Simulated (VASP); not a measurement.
# SnSe (P4/nmm) in VASP: notebook, part 2 of 3

VASP 6.6.1.

### 3 Single point, LDA (mode 8 (56.1 1/cm) frozen in, largest displacement +0.150 Å)

File INCAR:

```
SYSTEM = SnSe
PREC = Accurate ; ENCUT = 520
EDIFF = 1E-6 ; ISMEAR = 0
SIGMA = 0.05 ; LREAL = .FALSE.
LASPH = .TRUE. ; NELM = 100
ALGO = Normal ; ISIF = 2
LWAVE = .FALSE. ; LCHARG = .FALSE.
NBANDS = 28
```

File KPOINTS:

```
Automatic mesh
0
G
  6 6 4
  0 0 0
```

File POSCAR:

```
SnSe
1.0
    4.2853274191      0.0000000000      0.0000000000
    0.0000000000      4.2853274191      0.0000000000
    0.0000000000      0.0000000000     10.9906921300
Sn Se
2 2
Direct
    0.5000000000      0.0000000000      0.3854278261
    0.0000000000      0.5000000000      0.6145721739
    0.5000000000      0.0000000000      0.6296874021
    0.0000000000      0.5000000000      0.3703125979
```

Potentials or basis: VASP PAW LDA potentials, release 64 (Sn_d, Se).

Command:

```console
$ cat potpaw_LDA.64/Sn_d/POTCAR potpaw_LDA.64/Se/POTCAR > POTCAR
$ mpirun -np 1 vasp_std > vasp.out
```

OUTCAR:

```text
SYSTEM = SnSe
   PREC = Accurate
   ENCUT = 520
   EDIFF = 1E-6
   ISMEAR = 0
   LREAL = .FALSE.
   LASPH = .TRUE.
   NELM = 100
   ISIF = 2

 ion  position               nearest neighbor table
   1  0.500  0.000  0.385-   3 2.68   4 3.03   4 3.03   4 3.03   4 3.03
   2  0.000  0.500  0.615-   4 2.68   3 3.03   3 3.03   3 3.03   3 3.03
   3  0.500  0.000  0.630-   1 2.68   2 3.03   2 3.03   2 3.03   2 3.03
   4  0.000  0.500  0.370-   2 2.68   1 3.03   1 3.03   1 3.03   1 3.03

  LATTYP: Found a simple tetragonal cell.
 ALAT       =     4.2853274191
 C/A-ratio  =     2.5647263453

  Lattice vectors:

 A1 = (   4.2853274191,   0.0000000000,   0.0000000000)
 A2 = (   0.0000000000,   4.2853274191,   0.0000000000)
 A3 = (   0.0000000000,   0.0000000000,  10.9906921300)

Analysis of symmetry for initial positions (statically):
=====================================================================
 Subroutine PRICEL returns:
 Original cell was already a primitive cell.

 Routine SETGRP: Setting up the symmetry group for a
 simple tetragonal supercell.

 Subroutine GETGRP returns: Found 16 space group operations
 (whereof  8 operations were pure point group operations)
 out of a pool of 16 trial point group operations.

The static configuration has the point symmetry D_2d.
 The point group associated with its full space group is D_4h.

Analysis of symmetry for dynamics (positions and initial velocities):
=====================================================================
 Subroutine PRICEL returns:
 Original cell was already a primitive cell.

 Routine SETGRP: Setting up the symmetry group for a
 simple tetragonal supercell.

 Subroutine GETGRP returns: Found 16 space group operations
 (whereof  8 operations were pure point group operations)
 out of a pool of 16 trial point group operations.

The dynamic configuration has the point symmetry D_2d.
 The point group associated with its full space group is D_4h.

[... 116 lines left out ...]
   EFERMI =   0.00;   METHOD = LEGACY
   ISMEAR =     0;   SIGMA  =   0.05  broadening in eV -4-tet -1-fermi 0-gaus
   EFERMI_NEDOS =   21; number of points for ismear=-14 and -15
   IALGO  =     38    algorithm
   IMIX   =      4    mixing-type and parameters
     AMIX     =   0.40;   BMIX     =  1.00
     AMIX_MAG =   1.60;   BMIX_MAG =  1.00
  volume/ion in A,a.u.               =      50.46       340.51
  Fermi-wavevector in a.u.,A,eV,Ry     =   0.954473  1.803693 12.395171  0.911019
  Thomas-Fermi vector in A             =   2.083223
   LORBIT       =      0    0 simple, 1 ext, 2 COOP (PROOUT), +10 PAW based schemes
   GGA     = CA    functional components
   LHFCALC =     F    Hartree Fock is set to
   AEXX    =    0.0000 exact exchange contribution
   IVDW    =     0    specifies the selected vdW correction
   LEPSILON=     F    determine dielectric tensor
   LRPA    =     F    only Hartree local field effects (RPA)
 non-spin polarized calculation
 Gauss-broadening in eV      SIGMA  =   0.05
  energy-cutoff  :      520.00
  volume of cell :      201.83
 maximum number of plane-waves:      5480
 NGX is ok and might be reduce to    32
   NGX = 15   NGY = 15   NGZ = 41

 number of electron      40.0000017 magnetization

 Free energy of the ion-electron system (eV)
  ---------------------------------------------------
  ext. energy  EPLUGINS =         0.00000000
  ---------------------------------------------------
  free energy    TOTEN  =       -18.42650018 eV

  energy without entropy =      -18.42650018  energy(sigma->0) =      -18.42650018

 E-fermi :   0.6827     XC(G=0):  -6.2201

 val. band max:        0.4546865909   @ k =   0.3333   0.0000   0.5000
 cond. band min:       1.8327918443   @ k =   0.5000   0.0000   0.5000
 fundamental gap:      1.3781052534
 Fermi energy:         0.6827197747

 k-point     1 :       0.0000    0.0000    0.0000
  band No.  band energies     occupation
      1     -20.6001      2.00000
      2     -20.5866      2.00000
      3     -20.5832      2.00000
      4     -20.5761      2.00000
      5     -20.5689      2.00000
      6     -20.5616      2.00000
[... 733 lines left out ...]
     27       6.8390      0.00000
     28       6.8390      0.00000

 [... further k-points ...]
[... 5 lines left out ...]
  --------------------------------------------------------------------------------------
  -------------------------------------------------------------------------------------
  Total       -2.0426629     -2.0426629     -0.5971635      0.0000000      0.0000000      0.0000000
  in kB      -16.2148978    -16.2148978     -4.7403543      0.0000000      0.0000000      0.0000000
  external PRESSURE =     -12.3900500 kB  Pullay stress =       0.0000000 kB

 VOLUME and BASIS-vectors are now :
 -----------------------------------------------------------------------------
  energy-cutoff  :      520.00
  volume of cell :      201.83
      direct lattice vectors                 reciprocal lattice vectors
     4.285327419  0.000000000  0.000000000     0.233354398  0.000000000  0.000000000
     0.000000000  4.285327419  0.000000000     0.000000000  0.233354398  0.000000000
     0.000000000  0.000000000 10.990692130     0.000000000  0.000000000  0.090986081

 POSITION                                       TOTAL-FORCE (eV/Angst)
 -----------------------------------------------------------------------------------
      2.14266      0.00000      4.23612        -0.000000      0.000000     -0.041219
      0.00000      2.14266      6.75457         0.000000     -0.000000      0.041219
      2.14266      0.00000      6.92070         0.000000      0.000000     -0.236869
      0.00000      2.14266      4.06999         0.000000      0.000000      0.236869
 -----------------------------------------------------------------------------------
    total drift:                                0.000000      0.000000      0.000000

  FREE ENERGIE OF THE ION-ELECTRON SYSTEM (eV)
  ---------------------------------------------------
  free  energy   TOTEN  =       -18.4265001778 eV

  energy  without entropy=      -18.4265001778  energy(sigma->0) =      -18.42650018
```

OSZICAR:

```text
N       E                     dE             d eps       ncg     rms          rms(c)
DAV:   1     0.342549454784E+03    0.34255E+03   -0.18716E+04  1764   0.146E+03
DAV:   2     0.278360494365E+02   -0.31471E+03   -0.30631E+03  1824   0.362E+02
DAV:   3    -0.167351000489E+02   -0.44571E+02   -0.43875E+02  2092   0.145E+02
DAV:   4    -0.188404387320E+02   -0.21053E+01   -0.20939E+01  2008   0.333E+01
DAV:   5    -0.188999958762E+02   -0.59557E-01   -0.59536E-01  2248   0.589E+00    0.471E+00
DAV:   6    -0.184678954101E+02    0.43210E+00   -0.90878E-01  2300   0.506E+00    0.295E+00
DAV:   7    -0.184377218069E+02    0.30174E-01   -0.22894E-01  2068   0.186E+00    0.111E+00
DAV:   8    -0.184267851896E+02    0.10937E-01   -0.23012E-02  2020   0.961E-01    0.237E-01
DAV:   9    -0.184242788806E+02    0.25063E-02   -0.36609E-03  1996   0.344E-01    0.105E-01
DAV:  10    -0.184241510460E+02    0.12783E-03   -0.14696E-03  1800   0.145E-01    0.447E-02
DAV:  11    -0.184251032467E+02   -0.95220E-03   -0.10188E-03  1800   0.105E-01    0.524E-02
DAV:  12    -0.184263048712E+02   -0.12016E-02   -0.38229E-04  1952   0.692E-02    0.181E-02
DAV:  13    -0.184264137888E+02   -0.10892E-03   -0.30226E-05  1728   0.268E-02    0.103E-02
DAV:  14    -0.184264960176E+02   -0.82229E-04   -0.20725E-05  1544   0.140E-02    0.449E-03
DAV:  15    -0.184264978120E+02   -0.17944E-05   -0.72007E-07  1528   0.537E-03    0.152E-03
DAV:  16    -0.184265001420E+02   -0.23299E-05   -0.63897E-07  1412   0.374E-03    0.104E-03
DAV:  17    -0.184265001778E+02   -0.35840E-07   -0.53075E-08  1320   0.176E-03
   1 F= -.18426500E+02 E0= -.18426500E+02  d E =-.230272E-11
```

Wall time 78 s (1 thread of Intel Xeon Platinum 8559C (Emerald Rapids), shared host); peak memory 0.31 GiB.

Results:

| Item | Value |
| --- | --- |
| Free energy | -18.4265 eV |
| Largest force | 0.237 eV/Å |
| Band gap on the k mesh | 1.38 eV, indirect (least direct gap 1.43 eV) |

Forces in eV/Å, atoms in the order of the input:
```
Sn   0.000  0.000 -0.041
Sn   0.000  0.000  0.041
Se   0.000  0.000 -0.237
Se   0.000  0.000  0.237
```

Caveat: the cell differs from its parent crystal (mode 8 (56.1 1/cm) frozen in, largest displacement +0.150 Å); spin-orbit coupling is left out, which moves the levels of the heavy elements.

### 4 Single point, LDA (mode 8 (56.1 1/cm) frozen in, largest displacement -0.100 Å)

File INCAR:

```
ALGO     = Normal         # electronic algorithm
EDIFF    = 1E-7           # SCF threshold, eV
ENCUT    = 520            # plane-wave cutoff, eV
GGA      = CA             # functional
ISIF     = 2              # what is computed and relaxed
ISMEAR   = 0              # smearing method
LASPH    = T              # aspherical terms in the spheres
LCHARG   = T              # write CHGCAR
LELF     = T              # ELF
LREAL    = F              # projectors in reciprocal space
LVHAR    = T            
LWAVE    = F              # write WAVECAR
NBANDS   = 28             # bands
NELM     = 100            # most SCF steps
PREC     = Accurate       # precision mode
SIGMA    = 0.05           # smearing width, eV
```

File KPOINTS:

```
k-points
0
Gamma
  6 6 4
```

File POSCAR:

```
SnSe
1.0
    4.2853274191      0.0000000000      0.0000000000
    0.0000000000      4.2853274191      0.0000000000
    0.0000000000      0.0000000000     10.9906921300
Sn Se
2 2
Direct
    0.5000000000      0.0000000000      0.3634299659
    0.0000000000      0.5000000000      0.6365700341
    0.5000000000      0.0000000000      0.6069408819
    0.0000000000      0.5000000000      0.3930591181
```

Potentials or basis: VASP PAW LDA potentials, release 64 (Sn_d, Se).

Command:

```console
$ cat potpaw_LDA.64/Sn_d/POTCAR potpaw_LDA.64/Se/POTCAR > POTCAR
$ mpirun -np 1 vasp_std > vasp.out
```

OUTCAR:

```text
EDIFF = 1E-7
   ENCUT = 520
   GGA = CA
   ISIF = 2
   ISMEAR = 0
   LASPH = T
   LREAL = F
   NELM = 100
   PREC = Accurate

 ion  position               nearest neighbor table
   1  0.500  0.000  0.363-   3 2.68   4 3.05   4 3.05   4 3.05   4 3.05
   2  0.000  0.500  0.637-   4 2.68   3 3.05   3 3.05   3 3.05   3 3.05
   3  0.500  0.000  0.607-   1 2.68   2 3.05   2 3.05   2 3.05   2 3.05
   4  0.000  0.500  0.393-   2 2.68   1 3.05   1 3.05   1 3.05   1 3.05

[... 939 lines left out ...]
     27       6.6957      0.00000
     28       6.6957      0.00000

 [... further k-points ...]
[... 5 lines left out ...]
  --------------------------------------------------------------------------------------
  -------------------------------------------------------------------------------------
  Total       -2.5948492     -2.5948492     -0.9186160      0.0000000      0.0000000      0.0000000
  in kB      -20.5982180    -20.5982180     -7.2920820      0.0000000      0.0000000      0.0000000
  external PRESSURE =     -16.1628393 kB  Pullay stress =       0.0000000 kB

 VOLUME and BASIS-vectors are now :
 -----------------------------------------------------------------------------
  energy-cutoff  :      520.00
  volume of cell :      201.83
      direct lattice vectors                 reciprocal lattice vectors
     4.285327419  0.000000000  0.000000000     0.233354398  0.000000000  0.000000000
     0.000000000  4.285327419  0.000000000     0.000000000  0.233354398  0.000000000
     0.000000000  0.000000000 10.990692130     0.000000000  0.000000000  0.090986081

 POSITION                                       TOTAL-FORCE (eV/Angst)
 -----------------------------------------------------------------------------------
      2.14266      0.00000      3.99435         0.000000      0.000000      0.336066
      0.00000      2.14266      6.99635        -0.000000      0.000000     -0.336066
      2.14266      0.00000      6.67070        -0.000000     -0.000000      0.050226
      0.00000      2.14266      4.31999         0.000000     -0.000000     -0.050226
 -----------------------------------------------------------------------------------
    total drift:                                0.000000      0.000000      0.000000

  FREE ENERGIE OF THE ION-ELECTRON SYSTEM (eV)
  ---------------------------------------------------
  free  energy   TOTEN  =       -18.3747103792 eV

  energy  without entropy=      -18.3747103792  energy(sigma->0) =      -18.37471038
```

stdout:

```text
POSCAR found type information on POSCAR SnSe
 POSCAR found :  2 types and       4 ions
 scaLAPACK will be used
 LDA part: xc-table for (Slater(with rela. corr.)+CA(PZ))
 , standard interpolation
 POSCAR, INCAR and KPOINTS ok, starting setup
 FFT: planning ... GRIDC
 FFT: planning ... GRID_SOFT
 FFT: planning ... GRID
 WAVECAR not read
 entering main loop
```

Run time: 90 s. Hardware: 1 thread of Intel Xeon Platinum 8559C (Emerald Rapids), shared host; peak memory 0.31 GiB.

Results:

```yaml
Free_energy: -18.3747 eV
Pressure: -1.6 GPa
Largest_force: 0.336 eV/Å
Band_gap_on_the_k_mesh: 1.30 eV, indirect (the least direct gap lies 0.8 meV higher)
```

Forces in eV/Å, atoms in the order of the input:
```
Sn   0.000  0.000  0.336
Sn   0.000  0.000 -0.336
Se   0.000  0.000  0.050
Se   0.000  0.000 -0.050
```

Caveat: the cell differs from its parent crystal (mode 8 (56.1 1/cm) frozen in, largest displacement -0.100 Å); spin-orbit coupling is left out, which moves the levels of the heavy elements. A k mesh can miss the band edges.

### 5 Single point, LDA (mode 8 (56.1 1/cm) frozen in, largest displacement +0.050 Å)

File INCAR:

```
PREC = Accurate ; ENCUT = 520
EDIFF = 1E-7 ; ISMEAR = 0
SIGMA = 0.05 ; LREAL = F
LASPH = T ; NELM = 100
ALGO = Normal ; ISIF = 2
LWAVE = F ; LCHARG = T
LELF = T ; LVHAR = T
NBANDS = 28
```

File KPOINTS:

```
Automatic mesh
0
Gamma
  6 6 4
```

File POSCAR:

```
SnSe
1.0
    4.2853274191      0.0000000000      0.0000000000
    0.0000000000      4.2853274191      0.0000000000
    0.0000000000      0.0000000000     10.9906921300
Sn Se
2 2
Direct
    0.5000000000      0.0000000000      0.3766286820
    0.0000000000      0.5000000000      0.6233713180
    0.5000000000      0.0000000000      0.6205887940
    0.0000000000      0.5000000000      0.3794112060
```

Command:

```console
$ cat potpaw_LDA.64/Sn_d/POTCAR potpaw_LDA.64/Se/POTCAR > POTCAR
$ mpirun -np 1 vasp_std > vasp.out
```

Wall time 1.7 min (1 thread of Intel Xeon Platinum 8559C (Emerald Rapids), shared host); peak memory 0.32 GiB.

The run converged. Its results:

```yaml
Free_energy: -18.4451 eV
Largest_force: 0.148 eV/Å
Band_gap_on_the_k_mesh: 1.48 eV, direct
```

Forces in eV/Å, atoms in the order of the input:
```
Sn   0.000  0.000  0.148
Sn   0.000  0.000 -0.148
Se   0.000  0.000 -0.075
Se   0.000  0.000  0.075
```

Levels at points of the mesh, in eV from the valence-band top:
| k point | band 17 | band 18 | band 19 | band 20 | band 21 | band 22 | band 23 | band 24 |
| --- | --- | --- | --- | --- | --- | --- | --- | --- |
| (0.00, 0.00, 0.00) | -2.97 | -1.68 | -1.68 | -0.38 | 1.76 | 3.79 | 3.92 | 4.46 |
| (0.50, 0.00, 0.00) | -1.46 | -1.46 | -0.13 | -0.13 | 1.49 | 1.49 | 2.05 | 2.05 |
| (0.50, 0.50, 0.00) | -3.19 | -3.19 | -1.64 | -1.64 | 3.68 | 3.68 | 4.72 | 4.72 |
| (0.00, 0.00, 0.50) | -2.97 | -1.68 | -1.68 | -0.39 | 1.62 | 3.79 | 4.46 | 4.46 |
| (0.50, 0.00, 0.50) | -1.46 | -1.46 | -0.13 | -0.13 | 1.49 | 1.49 | 2.05 | 2.05 |
| (0.50, 0.50, 0.50) | -3.19 | -3.19 | -1.63 | -1.63 | 3.65 | 3.65 | 4.77 | 4.77 |

Caveat: the cell differs from its parent crystal (mode 8 (56.1 1/cm) frozen in, largest displacement +0.050 Å); spin-orbit coupling is left out, which moves the levels of the heavy elements.

(Part 2 of 3 ends here.)
